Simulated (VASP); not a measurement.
Input of a VASP 6.6.1 run:

File INCAR:

```
SYSTEM = BeS
  ALGO = Normal
  EDIFF = 1E-7
  EDIFFG = -0.002
  ENCUT = 600
  GGA_COMPAT = .FALSE.
  IBRION = 2
  ISIF = 3
  ISMEAR = 0
  LASPH = .TRUE.
  LCHARG = .FALSE.
  LREAL = .FALSE.
  LWAVE = .FALSE.
  NELM = 120
  NELMIN = 4
  NSW = 100
  PREC = Accurate
  SIGMA = 0.02
```

KPOINTS

```
k-points
0
G
  8 8 8
  0 0 0
```

File POSCAR:

```
BeS
1.0
    0.0000000000      2.4200000000      2.4200000000
    2.4200000000      0.0000000000      2.4200000000
    2.4200000000      2.4200000000      0.0000000000
Be S
1 1
Direct
    0.0000000000      0.0000000000      0.0000000000
    0.2500000000      0.2500000000      0.2500000000
```

Potentials or basis: VASP PAW LDA potentials, release 64 (Be, S).

The run is started by

```console
$ cat potpaw_LDA.64/Be/POTCAR potpaw_LDA.64/S/POTCAR > POTCAR
$ mpirun -np 1 vasp_std > vasp.out
```

Task: Predict the relaxed volume.

Result: 13.80 Å³/atom.

Task: Estimate the space group after relaxing (to 0.05 Å).

Result: F-43m (No. 216).

Task: Estimate the relaxed cell.

Result: a = 3.392 Å, b = 3.392 Å, c = 3.392 Å, α = 60.00°, β = 60.00°, γ = 60.00°.

Step by step:
```tsv
step	energy change (eV)	largest force (eV/Å)	pressure (GPa)	volume (Å³)
1	0.0000	0.0000	-2.58	28.34
2	-0.0057	0.0000	0.68	27.42
3	-0.0061	0.0000	0.00	27.60
```
